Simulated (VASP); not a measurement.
Set up this calculation in VASP 6.6.1, as the native input.

- Task: single point
- Functional: r2SCAN
- Potentials or basis: VASP PAW PBE potentials, release 64 (Li_sv, F_h)
- Cutoff: 910 eV
- k mesh: 10 × 10 × 10
- Occupations: gaussian, width 0.01 eV
- Spin: no spin polarisation
- Dipole correction: no
- Further INCAR settings: ALGO = Normal; EDIFF = 1e-06; NBANDS = 12

Crystal: LiF.

```xyz
2
Lattice="0.0000 2.0547 2.0547 2.0547 0.0000 2.0547 2.0547 2.0547 0.0000" Properties=species:S:1:pos:R:3 pbc="T T T"
Li    0.0000    0.0000    0.0000
F     2.0547    2.0547    2.0547
```

This cell differs from its parent crystal: strain +3.0%.

The input as run:

POSCAR

```
LiF
1.0
    0.0000000000      2.0547178897      2.0547178897
    2.0547178897      0.0000000000      2.0547178897
    2.0547178897      2.0547178897      0.0000000000
Li F
1 1
Direct
    0.0000000000      0.0000000000      0.0000000000
    0.5000000000      0.5000000000      0.5000000000
```

INCAR.step1

```
SYSTEM = LiF
ALGO = Normal ; EDIFF = 1E-5
ENCUT = 910 ; GGA = PE
GGA_COMPAT = .False. ; ISMEAR = 0
LASPH = .True. ; LCHARG = .False.
LREAL = .False. ; LWAVE = .True.
NBANDS = 12 ; NELM = 120
PREC = Accurate ; SIGMA = 0.01
```

INCAR.step2

```
SYSTEM = LiF
ALGO = Normal ; EDIFF = 1E-6
ENCUT = 910 ; GGA_COMPAT = .False.
ISIF = 2 ; ISMEAR = 0
ISTART = 1 ; LASPH = .True.
LCHARG = .True. ; LELF = .True.
LMIXTAU = .True. ; LREAL = .False.
LVHAR = .True. ; LWAVE = .False.
METAGGA = R2SCAN ; NBANDS = 12
NELM = 120 ; PREC = Accurate
SIGMA = 0.01
```

KPOINTS

```
k-points
0
Gamma
  10 10 10
  0 0 0
```

Potentials or basis: VASP PAW PBE potentials, release 64 (Li_sv, F_h).

The run is started by

```console
$ cat potpaw_PBE.64/Li_sv/POTCAR potpaw_PBE.64/F_h/POTCAR > POTCAR
$ cp INCAR.step1 INCAR
$ mpirun -np 1 vasp_std > vasp.out
$ cp INCAR.step2 INCAR
$ mpirun -np 1 vasp_std > vasp.out
```

Results of the run:

```yaml
Pressure: -6.9 GPa
Band_gap_on_the_k_mesh: 9.70 eV
```

Caveat: the cell differs from its parent crystal (strain +3.0%); the cutoff is under 1.25 times the usual one of these potentials, so pressure, stress and relaxed cells hold a basis-set (Pulay) error; the cell stands under tension; the PAW data sets were made with another functional, which shifts forces and pressure a little.

Wall time 62 s on 1 thread of Intel(R) Xeon(R) Platinum 8488C (Sapphire Rapids), on a shared host, peak memory 0.17 GiB.
